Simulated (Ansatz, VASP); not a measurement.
**GaAs: VASP beside Ansatz**

The input INCAR:

```
SYSTEM = GaAs
  PREC = Accurate
  ENCUT = 520
  EDIFF = 1E-6
  ISMEAR = 0
  SIGMA = 0.05
  LREAL = .False.
  LASPH = .True.
  NELM = 100
  ALGO = Normal
  ISIF = 2
  LWAVE = .False.
  LCHARG = .True.
  GGA = PE
  LELF = .True.
  LVHAR = .True.
  NBANDS = 16
```

Contents of KPOINTS:

```
regular mesh
0
Gamma
  10 10 10
  0 0 0
```

Contents of POSCAR:

```
GaAs
1.0
    0.0000000000      2.7561787500      2.7561787500
    2.7561787500      0.0000000000      2.7561787500
    2.7561787500      2.7561787500      0.0000000000
Ga As
1 1
Direct
    0.0000000000      0.0000000000      0.0000000000
    0.7500000000      0.7500000000      0.7500000000
```

Input for Ansatz:

```yaml
crystal:
  lattice:
    - [0.0, 2.75617875, 2.75617875]
    - [2.75617875, 0.0, 2.75617875]
    - [2.75617875, 2.75617875, 0.0]
  atoms:
    - { symbol: Ga, position: [0.0, 0.0, 0.0] }
    - { symbol: As, position: [0.75, 0.75, 0.75] }
basis:
  ecutwfc: 420
kpoints:
  mp_grid: { grid: [10, 10, 10] }
hamiltonian:
  xc: pbe
scf:
  occupations: { method: gaussian, width: 0.05 }
output:
  forces: true
  stress: true
  eigenvalues: true
```

Change from the starting cell: strain -0.025 along x and y, -0.025 along z, atoms carried along.

Alike in both runs: task single point; functional PBE; k mesh 10 × 10 × 10; occupations gaussian, width 0.05 eV; no spin polarisation.

```csv
,VASP,Ansatz
version,VASP 6.6.1,Ansatz 0.2.0
potentials or method,"VASP PAW PBE potentials, release 64 (Ga_d, As), cutoff 520 eV","scalar-relativistic, plane waves, PAW"
valence electrons in the cell,18,28
```

Ansatz gave:

- gap on the k mesh at the Fermi level (eV): 1.10
- least direct gap on the mesh (eV): 1.10
- pressure (GPa): 10.1

Q: What did VASP give for the same quantities?

A: gap on the k mesh at the Fermi level (eV): 1.11; least direct gap on the mesh (eV): 1.11; pressure (GPa): 10.4.

VASP's potentials hold 18 valence electrons a cell and Ansatz's 28, so a difference there can come from the potentials and not from the codes.
